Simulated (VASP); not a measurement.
# MoS2 (P1) in VASP: further runs

The runs below take MoS2 through single point, with PBEsol.

All numbers are computed with VASP 6.6.1; they aren't measurements. Logs are shortened: lines on timing, memory, paths and dates and some standing lists are left out, and cuts for length are marked.

## Step 1: The cell of the first run

The typed cell holds 3 atoms: a = 3.228 Å, b = 3.217 Å, c = 6.427 Å, α = 89.78°, β = 89.89°, γ = 118.66°.

## Step 2: Single point, PBEsol

Contents of INCAR:

```
ALGO = Normal
EDIFF = 1E-6
ENCUT = 520
GGA = PS
ISIF = 2
ISMEAR = 1
LASPH = T
LCHARG = F
LREAL = F
LWAVE = F
NBANDS = 20
NELM = 60
PREC = Accurate
SIGMA = 0.1
```

Contents of KPOINTS:

```
k-points
0
Gamma
  6 6 3
```

Contents of POSCAR:

```
MoS2
1.0
    3.2273400000      0.0407500000      0.0029600000
   -1.5783800000      2.8033800000      0.0062500000
    0.0057800000      0.0174500000      6.4273100000
Mo S
1 2
Direct
    0.0064100000      0.9986900000      0.4964200000
    0.3317800000      0.6689500000      0.2568600000
    0.6718770121      0.3327561695      0.7471523494
```

Potentials or basis: VASP PAW PBE potentials, release 64 (Mo_sv, S).

Launch:

```
> cat potpaw_PBE.64/Mo_sv/POTCAR potpaw_PBE.64/S/POTCAR > POTCAR
> mpirun -np 1 vasp_std > vasp.out
```

OUTCAR:

```text
EDIFF = 1E-6
   ENCUT = 520
   GGA = PS
   ISIF = 2
   ISMEAR = 1
   LASPH = T
   LREAL = F
   NELM = 60
   PREC = Accurate

 ion  position               nearest neighbor table
   1  0.006  0.999  0.496-   2 2.38   2 2.43   3 2.46   2 2.46   3 2.47   3 2.49
   2  0.332  0.669  0.257-   1 2.38   1 2.43   1 2.46
   3  0.672  0.333  0.747-   1 2.46   1 2.47   1 2.49

  LATTYP: Found a triclinic cell.
 ALAT       =     3.2875871643
 B/A-ratio  =     0.9817530154
 C/A-ratio  =     1.9550314458
 COS(alpha) =     0.0018505763
 COS(beta)  =     0.0056012392
 COS(gamma) =     0.5124563279

  Lattice vectors:

 A1 = (  -1.6489600000,  -2.8441300000,  -0.0092100000)
 A2 = (  -3.2273400000,  -0.0407500000,  -0.0029600000)
 A3 = (  -0.0057800000,  -0.0174500000,  -6.4273100000)

Analysis of symmetry for initial positions (statically):
=====================================================================
 Subroutine PRICEL returns:
 Original cell was already a primitive cell.

 Routine SETGRP: Setting up the symmetry group for a
 triclinic supercell.

 Subroutine GETGRP returns: Found  1 space group operations
 (whereof  1 operations were pure point group operations)
 out of a pool of  2 trial point group operations.

The static configuration has the point symmetry C_1 .

Analysis of symmetry for dynamics (positions and initial velocities):
=====================================================================
 Subroutine PRICEL returns:
 Original cell was already a primitive cell.

 Routine SETGRP: Setting up the symmetry group for a
 triclinic supercell.

 Subroutine GETGRP returns: Found  1 space group operations
 (whereof  1 operations were pure point group operations)
 out of a pool of  2 trial point group operations.

The dynamic configuration has the point symmetry C_1 .

 Subroutine INISYM returns: Found  1 space group operations
 (whereof  1 operations are pure point group operations),
 and found     1 'primitive' translations

----------------------------------------------------------------------------------------

                                     Primitive cell

  volume of cell :      58.5638

  direct lattice vectors                    reciprocal lattice vectors
     3.227340000  0.040750000  0.002960000     0.307666141  0.173226160 -0.000746985
    -1.578380000  2.803380000  0.006250000    -0.004471388  0.354196875 -0.000957615
     0.005780000  0.017450000  6.427310000    -0.000137343 -0.000424202  0.155587360

  length of vectors
     3.227598612  3.217182294  6.427336287     0.353081174  0.354226392  0.155587999

  position of ions in fractional coordinates (direct lattice)
     0.006410000  0.998690000  0.496420000
     0.331780000  0.668950000  0.256860000
     0.671877012  0.332756170  0.747152349

  ion indices of the primitive-cell ions
   primitive index   ion index
                 1           1
                 2           2
                 3           3

----------------------------------------------------------------------------------------

 KPOINTS: k-points

Automatic generation of k-mesh.
 Grid dimensions read from file:
 generate k-points for:    6    6    3

 Generating k-lattice:

  Cartesian coordinates                     Fractional coordinates (reciprocal lattice)
     0.051277690  0.028871027 -0.000124498     0.166666667  0.000000000 -0.000000000
    -0.000745231  0.059032813 -0.000159603     0.000000000  0.166666667  0.000000000
    -0.000045781 -0.000141401  0.051862453     0.000000000 -0.000000000  0.333333333

  Length of vectors
     0.058846862  0.059037732  0.051862666

  Shift w.r.t. Gamma in fractional coordinates (k-lattice)
     0.000000000  0.000000000  0.000000000

 Subroutine IBZKPT returns following result:
 ===========================================

 Found     56 irreducible k-points:

 Following reciprocal coordinates:
            Coordinates               Weight
  0.000000  0.000000  0.000000      1.000000
  0.166667  0.000000 -0.000000      2.000000
  0.333333 -0.000000 -0.000000      2.000000
  0.500000  0.000000  0.000000      1.000000
 -0.000000  0.166667 -0.000000      2.000000
  0.166667  0.166667 -0.000000      2.000000
[... 16 lines left out ...]
  0.333333 -0.000000  0.333333      2.000000
  0.500000 -0.000000  0.333333      2.000000
 [... further k-points ...]
   k-points           NKPTS =     56   k-points in BZ     NKDIM =     56   number of bands    NBANDS=     20
   number of dos      NEDOS =    301   number of ions     NIONS =      3
   total plane-waves  NPLWV =  27648
   dimension x,y,z NGX =    24 NGY =   24 NGZ =   48
   dimension x,y,z NGXF=    48 NGYF=   48 NGZF=   96
   ions per type =               1   2
   NGX,Y,Z   is equivalent  to a cutoff of  12.36, 12.40, 12.42 a.u.
   NGXF,Y,Z  is equivalent  to a cutoff of  24.72, 24.80, 24.83 a.u.
 SYSTEM =  unknown system
   PREC   = accura    normal or accurate (medium, high low for compatibility)
   ISTART =      0    job   : 0-new  1-cont  2-samecut
   ICHARG =      2    charge: 1-file 2-atom 10-const
   ISPIN  =      1    spin polarized calculation?
   LNONCOLLINEAR =      F non collinear calculations
   LSORBIT =      F    spin-orbit coupling
   LASPH  =      T    aspherical Exc in radial PAW
   ENCUT  =  520.0 eV  38.22 Ry    6.18 a.u.   6.00  5.98 11.95*2*pi/ulx,y,z
   NELM   =     60;   NELMIN=  2; NELMDL= -5     # of ELM steps
   EDIFF  = 0.1E-05   stopping-criterion for ELM
   LREAL  =      F    real-space projection
   EDIFFG = 0.1E-04   stopping-criterion for IOM
   NSW    =      0    number of steps for IOM
   IBRION =     -1    ionic relax: 0-MD 1-quasi-New 2-CG
   NFREE  =      0    steps in history (QN), initial steepest desc. (CG)
   ISIF   =      2    stress and relaxation
   ISYM   =      2    0-nonsym 1-usesym 2-fastsym
   POTIM  = 0.5000    time-step for ionic-motion
   TEBEG  =    0.0;   TEEND  =   0.0 temperature during run
   PSTRESS=    0.0 pullay stress
   NELECT =      26.0000    total number of electrons
   NUPDOWN=      -1.0000    fix difference up-down
   EMIN   =  10.00;   EMAX   =-10.00  energy-range for DOS
   EFERMI =   0.00;   METHOD = LEGACY
   ISMEAR =     1;   SIGMA  =   0.10  broadening in eV -4-tet -1-fermi 0-gaus
   EFERMI_NEDOS =   21; number of points for ismear=-14 and -15
   IALGO  =     38    algorithm
   IMIX   =      4    mixing-type and parameters
     AMIX     =   0.40;   BMIX     =  1.00
     AMIX_MAG =   1.60;   BMIX_MAG =  1.00
  volume/ion in A,a.u.               =      19.52       131.74
  Fermi-wavevector in a.u.,A,eV,Ry     =   1.248887  2.360053 21.221246  1.559718
  Thomas-Fermi vector in A             =   2.382953
   LORBIT       =      0    0 simple, 1 ext, 2 COOP (PROOUT), +10 PAW based schemes
   GGA     = PS    functional components
   LHFCALC =     F    Hartree Fock is set to
   AEXX    =    0.0000 exact exchange contribution
   IVDW    =     0    specifies the selected vdW correction
   LEPSILON=     F    determine dielectric tensor
   LRPA    =     F    only Hartree local field effects (RPA)
 non-spin polarized calculation
 Methfessel and Paxton  Order N= 1 SIGMA  =   0.10
  energy-cutoff  :      520.00
  volume of cell :       58.56
 maximum number of plane-waves:      1600
   NGX = 11   NGY = 11   NGZ = 23

 number of electron      26.0000000 magnetization

 Free energy of the ion-electron system (eV)
  ---------------------------------------------------
  ext. energy  EPLUGINS =         0.00000000
  ---------------------------------------------------
  free energy    TOTEN  =       -22.51832072 eV

  energy without entropy =      -22.51964425  energy(sigma->0) =      -22.51876190

 E-fermi :   6.4830     XC(G=0): -10.4853

 val. band max:        6.3411507838   @ k =   0.0000   0.0000   0.0000
 cond. band min:       6.5462673846   @ k =   0.3333  -0.1667   0.3333
 fundamental gap:      0.2051166009
 Fermi energy:         6.4830323256

 k-point     1 :       0.0000    0.0000    0.0000
  band No.  band energies     occupation
      1     -55.2316      2.00000
      2     -29.2720      2.00000
      3     -29.2684      2.00000
      4     -29.2414      2.00000
      5      -8.1478      2.00000
      6      -6.8004      2.00000
[... 12 lines left out ...]
     19      12.5397      0.00000
     20      15.8233      0.00000

 k-point     2 :       0.1667    0.0000   -0.0000
  band No.  band energies     occupation
      1     -55.2247      2.00000
      2     -29.3390      2.00000
      3     -29.2725      2.00000
      4     -29.2473      2.00000
      5      -7.7681      2.00000
      6      -6.6988      2.00000
[... 12 lines left out ...]
     19      14.0141      0.00000
     20      15.3363      0.00000

 k-point     3 :       0.3333   -0.0000   -0.0000
  band No.  band energies     occupation
      1     -55.2108      2.00000
      2     -29.4851      2.00000
      3     -29.3034      2.00000
      4     -29.2213      2.00000
      5      -6.9270      2.00000
      6      -6.4090      2.00000
[... 12 lines left out ...]
     19      13.5072      0.00000
     20      14.1629      0.00000

 k-point     4 :       0.5000    0.0000    0.0000
  band No.  band energies     occupation
      1     -55.2039      2.00000
      2     -29.5573      2.00000
      3     -29.3194      2.00000
      4     -29.2071      2.00000
      5      -6.6131      2.00000
      6      -6.0012      2.00000
[... 12 lines left out ...]
     19      13.1707      0.00000
     20      14.5651      0.00000

 k-point     5 :      -0.0000    0.1667   -0.0000
  band No.  band energies     occupation
      1     -55.2245      2.00000
      2     -29.3422      2.00000
      3     -29.2724      2.00000
      4     -29.2457      2.00000
      5      -7.7611      2.00000
      6      -6.7024      2.00000
[... 12 lines left out ...]
     19      13.9951      0.00000
     20      15.3836      0.00000
[... 353 lines left out ...]
      6      -6.9944      2.00000
[... 12 lines left out ...]
     19      13.3713      0.00000
     20      15.5097      0.00000

 k-point    22 :       0.1667    0.0000    0.3333
  band No.  band energies     occupation
      1     -55.2247      2.00000
      2     -29.3390      2.00000
      3     -29.2725      2.00000
      4     -29.2473      2.00000
      5      -7.6617      2.00000
      6      -6.8518      2.00000
[... 12 lines left out ...]
     19      14.0733      0.00000
     20      14.7791      0.00000

 k-point    23 :       0.3333   -0.0000    0.3333
  band No.  band energies     occupation
      1     -55.2108      2.00000
      2     -29.4851      2.00000
      3     -29.3034      2.00000
      4     -29.2213      2.00000
      5      -6.9323      2.00000
      6      -6.3952      2.00000
[... 12 lines left out ...]
     19      13.0158      0.00000
     20      15.1880      0.00000

 k-point    24 :       0.5000   -0.0000    0.3333
  band No.  band energies     occupation
      1     -55.2039      2.00000
      2     -29.5573      2.00000
      3     -29.3194      2.00000
      4     -29.2071      2.00000
      5      -6.6555      2.00000
      6      -5.9417      2.00000
[... 12 lines left out ...]
     19      12.4619      0.00000
     20      13.5013      0.00000

 [... further k-points ...]
[... 5 lines left out ...]
  --------------------------------------------------------------------------------------
  -------------------------------------------------------------------------------------
  Total       -2.3766043     -3.0401366     -2.1018640     -1.0260754      0.0618162     -0.7446104
  in kB      -65.0187447    -83.1715494    -57.5024455    -28.0711992      1.6911586    -20.3709285
  external PRESSURE =     -68.5642465 kB  Pullay stress =       0.0000000 kB

 VOLUME and BASIS-vectors are now :
 -----------------------------------------------------------------------------
  energy-cutoff  :      520.00
  volume of cell :       58.56
      direct lattice vectors                 reciprocal lattice vectors
     3.227340000  0.040750000  0.002960000     0.307666141  0.173226160 -0.000746985
    -1.578380000  2.803380000  0.006250000    -0.004471388  0.354196875 -0.000957615
     0.005780000  0.017450000  6.427310000    -0.000137343 -0.000424202  0.155587360

 POSITION                                       TOTAL-FORCE (eV/Angst)
 -----------------------------------------------------------------------------------
     -1.55276      2.80863      3.19691        -0.210869      0.075189      0.764119
      0.01639      1.89332      1.65608         0.337737     -0.060213      0.177151
      1.64748      0.97326      4.80625        -0.126868     -0.014976     -0.941271
 -----------------------------------------------------------------------------------
    total drift:                                0.000005      0.000018      0.000158

  FREE ENERGIE OF THE ION-ELECTRON SYSTEM (eV)
  ---------------------------------------------------
  free  energy   TOTEN  =       -22.5183207191 eV

  energy  without entropy=      -22.5196442497  energy(sigma->0) =      -22.51876190
```

It took 73 s on 1 thread of Intel Xeon 8259CL, shared host; peak memory 0.21 GiB.

What came out:

```yaml
Free_energy: -22.5183 eV
Pressure: -6.9 GPa
Largest_force: 0.950 eV/Å
Band_gap_on_the_k_mesh: zero (band 13 reaches 7.08 eV, above the bottom of band 14 at 6.18 eV)
```

Forces in eV/Å, atoms in the order of the input:
```
Mo  -0.211  0.075  0.764
S    0.338 -0.060  0.177
S   -0.127 -0.015 -0.941
```

Caveat: the k points lie up to 0.37 Å⁻¹ apart; the PAW data sets were made with another functional, which shifts forces and pressure a little.

(Continued in part 2 of 2.)
